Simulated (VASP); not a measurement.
# AgPd2 (Fm-3m) in VASP: single point with PBE

Aim: the single point of AgPd2 with PBE.

Program: VASP 6.6.1. These are calculated values, not measurements. Logs are shortened: lines on timing, memory, paths and dates and some standing lists are left out, and cuts for length are marked.

### Step 1. The cell of the first run

The structure is cubic, space group Fm-3m (No. 225). The conventional cell has a = 5.972 Å, b = 5.972 Å, c = 5.972 Å, α = 90.00°, β = 90.00°, γ = 90.00°. Within 3.4 Å of Ag (site symmetry m-3m) lie 8 Pd at 2.59 Å. Pd (site symmetry -43m) has 4 Ag at 2.59 Å and 6 Pd at 2.99 Å within 3.4 Å.

### Step 2. Single point, PBE

Contents of INCAR:

```
SYSTEM = AgPd2
ALGO     = Normal         ! electronic algorithm
EDIFF    = 1E-6           ! SCF threshold, eV
ENCUT    = 520            ! plane-wave cutoff, eV
GGA      = PE             ! functional
ISIF     = 2              ! what is computed and relaxed
ISMEAR   = 0              ! smearing method
LASPH    = .TRUE.         ! aspherical terms in the spheres
LCHARG   = .TRUE.         ! write CHGCAR
LELF     = .TRUE.         ! ELF
LREAL    = .FALSE.        ! projectors in reciprocal space
LVHAR    = .TRUE.       
LWAVE    = .FALSE.        ! write WAVECAR
NBANDS   = 22             ! bands
NELM     = 60             ! most SCF steps
PREC     = Accurate       ! precision mode
SIGMA    = 0.1            ! smearing width, eV
```

Contents of KPOINTS:

```
k-points
0
G
  6 6 6
  0 0 0
```

Contents of POSCAR:

```
AgPd2
1.0
    0.0000000000      2.9857738800      2.9857738800
    2.9857738800      0.0000000000      2.9857738800
    2.9857738800      2.9857738800      0.0000000000
Ag Pd
1 2
Direct
    0.0000000000      0.0000000000      0.0000000000
    0.2500000000      0.2500000000      0.2500000000
    0.7500000000      0.7500000000      0.7500000000
```

Potentials or basis: VASP PAW PBE potentials, release 64 (Ag, Pd).

On the command line:

```
cat potpaw_PBE.64/Ag/POTCAR potpaw_PBE.64/Pd/POTCAR > POTCAR
mpirun -np 1 vasp_std > vasp.out
```

OUTCAR:

```text
SYSTEM = AgPd2
   EDIFF = 1E-6
   ENCUT = 520
   GGA = PE
   ISIF = 2
   ISMEAR = 0
   LASPH = .TRUE.
   LREAL = .FALSE.
   NELM = 60
   PREC = Accurate

 ion  position               nearest neighbor table
   1  0.000  0.000  0.000-   3 2.59   3 2.59   3 2.59   2 2.59   3 2.59   2 2.59   2 2.59   2 2.59

   2  0.250  0.250  0.250-   1 2.59   1 2.59   1 2.59   1 2.59   3 2.99   3 2.99   3 2.99   3 2.99
                             3 2.99   3 2.99
   3  0.750  0.750  0.750-   1 2.59   1 2.59   1 2.59   1 2.59   2 2.99   2 2.99   2 2.99   2 2.99
                             2 2.99   2 2.99

  LATTYP: Found a face centered cubic cell.
 ALAT       =     5.9715477600

  Lattice vectors:

 A1 = (   0.0000000000,   2.9857738800,   2.9857738800)
 A2 = (   2.9857738800,   0.0000000000,   2.9857738800)
 A3 = (   2.9857738800,   2.9857738800,   0.0000000000)

Analysis of symmetry for initial positions (statically):
=====================================================================
 Subroutine PRICEL returns:
 Original cell was already a primitive cell.

 Routine SETGRP: Setting up the symmetry group for a
 face centered cubic supercell.

 Subroutine GETGRP returns: Found 48 space group operations
 (whereof 48 operations were pure point group operations)
 out of a pool of 48 trial point group operations.

The static configuration has the point symmetry O_h .

Analysis of symmetry for dynamics (positions and initial velocities):
=====================================================================
 Subroutine PRICEL returns:
 Original cell was already a primitive cell.

 Routine SETGRP: Setting up the symmetry group for a
 face centered cubic supercell.

 Subroutine GETGRP returns: Found 48 space group operations
 (whereof 48 operations were pure point group operations)
 out of a pool of 48 trial point group operations.

The dynamic configuration has the point symmetry O_h .

 Subroutine INISYM returns: Found 48 space group operations
 (whereof 48 operations are pure point group operations),
 and found     1 'primitive' translations

----------------------------------------------------------------------------------------

                                     Primitive cell

  volume of cell :      53.2354

  direct lattice vectors                    reciprocal lattice vectors
[... 75 lines left out ...]
   LNONCOLLINEAR =      F non collinear calculations
   LSORBIT =      F    spin-orbit coupling
   LASPH  =      T    aspherical Exc in radial PAW
   ENCUT  =  520.0 eV  38.22 Ry    6.18 a.u.   7.85  7.85  7.85*2*pi/ulx,y,z
   NELM   =     60;   NELMIN=  2; NELMDL= -5     # of ELM steps
   EDIFF  = 0.1E-05   stopping-criterion for ELM
   LREAL  =      F    real-space projection
   EDIFFG = 0.1E-04   stopping-criterion for IOM
   NSW    =      0    number of steps for IOM
   IBRION =     -1    ionic relax: 0-MD 1-quasi-New 2-CG
   NFREE  =      0    steps in history (QN), initial steepest desc. (CG)
   ISIF   =      2    stress and relaxation
   ISYM   =      2    0-nonsym 1-usesym 2-fastsym
   POTIM  = 0.5000    time-step for ionic-motion
   TEBEG  =    0.0;   TEEND  =   0.0 temperature during run
   PSTRESS=    0.0 pullay stress
   NELECT =      31.0000    total number of electrons
   NUPDOWN=      -1.0000    fix difference up-down
   EMIN   =  10.00;   EMAX   =-10.00  energy-range for DOS
   EFERMI =   0.00;   METHOD = LEGACY
   ISMEAR =     0;   SIGMA  =   0.10  broadening in eV -4-tet -1-fermi 0-gaus
   EFERMI_NEDOS =   21; number of points for ismear=-14 and -15
   IALGO  =     38    algorithm
   IMIX   =      4    mixing-type and parameters
     AMIX     =   0.40;   BMIX     =  1.00
     AMIX_MAG =   1.60;   BMIX_MAG =  1.00
  volume/ion in A,a.u.               =      17.75       119.75
  Fermi-wavevector in a.u.,A,eV,Ry     =   1.367084  2.583414 25.428176  1.868918
  Thomas-Fermi vector in A             =   2.493168
   LORBIT       =      0    0 simple, 1 ext, 2 COOP (PROOUT), +10 PAW based schemes
   GGA     = PE    functional components
   LHFCALC =     F    Hartree Fock is set to
   AEXX    =    0.0000 exact exchange contribution
   IVDW    =     0    specifies the selected vdW correction
   LEPSILON=     F    determine dielectric tensor
   LRPA    =     F    only Hartree local field effects (RPA)
 non-spin polarized calculation
 Gauss-broadening in eV      SIGMA  =   0.10
  energy-cutoff  :      520.00
  volume of cell :       53.24
 maximum number of plane-waves:      1459
   NGX = 15   NGY = 15   NGZ = 15

 number of electron      30.9999991 magnetization

 Free energy of the ion-electron system (eV)
  ---------------------------------------------------
  ext. energy  EPLUGINS =         0.00000000
  ---------------------------------------------------
  free energy    TOTEN  =       -11.57501076 eV

  energy without entropy =      -11.54789297  energy(sigma->0) =      -11.56145186

 E-fermi :   6.9595     XC(G=0): -11.8171

 val. band max:        6.9056219658   @ k =  -0.1667   0.1667   0.0000
 cond. band min:       6.9856529060   @ k =   0.1667   0.0000   0.0000
 fundamental gap:      0.0800309402
 Fermi energy:         6.9595180813

 k-point     1 :       0.0000    0.0000    0.0000
  band No.  band energies     occupation
      1       0.9063      2.00000
      2       2.0358      2.00000
      3       2.0358      2.00000
      4       2.5132      2.00000
      5       2.5132      2.00000
      6       2.5132      2.00000
[... 389 lines left out ...]
     21      17.6570      0.00000
     22      20.9713      0.00000

------------------------ aborting loop because EDIFF is reached ----------------------------------------

  FORCE on cell =-STRESS in cart. coord.  units (eV):
  Direction    XX          YY          ZZ          XY          YZ          ZX
  --------------------------------------------------------------------------------------
  -------------------------------------------------------------------------------------
  Total        3.5689221      3.5689221      3.5689221      0.0000000     -0.0000000      0.0000000
  in kB      107.4105436    107.4105436    107.4105436      0.0000000     -0.0000000      0.0000000
  external PRESSURE =     107.4105436 kB  Pullay stress =       0.0000000 kB

 VOLUME and BASIS-vectors are now :
 -----------------------------------------------------------------------------
  energy-cutoff  :      520.00
  volume of cell :       53.24
      direct lattice vectors                 reciprocal lattice vectors
     0.000000000  2.985773880  2.985773880    -0.167460772  0.167460772  0.167460772
     2.985773880  0.000000000  2.985773880     0.167460772 -0.167460772  0.167460772
     2.985773880  2.985773880  0.000000000     0.167460772  0.167460772 -0.167460772

 POSITION                                       TOTAL-FORCE (eV/Angst)
 -----------------------------------------------------------------------------------
      0.00000      0.00000      0.00000         0.000000      0.000000      0.000000
      1.49289      1.49289      1.49289         0.000000      0.000000      0.000000
      4.47866      4.47866      4.47866        -0.000000     -0.000000     -0.000000
 -----------------------------------------------------------------------------------
    total drift:                                0.000000     -0.000000      0.000000

  FREE ENERGIE OF THE ION-ELECTRON SYSTEM (eV)
  ---------------------------------------------------
  free  energy   TOTEN  =       -11.5750107596 eV

  energy  without entropy=      -11.5478929659  energy(sigma->0) =      -11.56145186
```

It took 37 s on 1 thread of Intel Xeon 8259CL, shared host; peak memory 0.18 GiB.

What came out:

```
Free energy : -11.5750 eV
Pressure    : 10.7 GPa
```

Levels at points of the mesh, in eV from the Fermi level:
```tsv
k point	band 12	band 13	band 14	band 15	band 16	band 17	band 18	band 19
(0.00, 0.00, 0.00)	-0.24	-0.24	-0.24	0.15	0.15	9.10	9.10	9.10
(0.50, 0.00, 0.00)	-1.11	-1.11	-0.79	-0.45	-0.45	0.76	7.97	7.97
(0.50, 0.50, 0.00)	-0.62	-0.23	-0.23	0.10	0.38	1.96	2.93	2.93
```
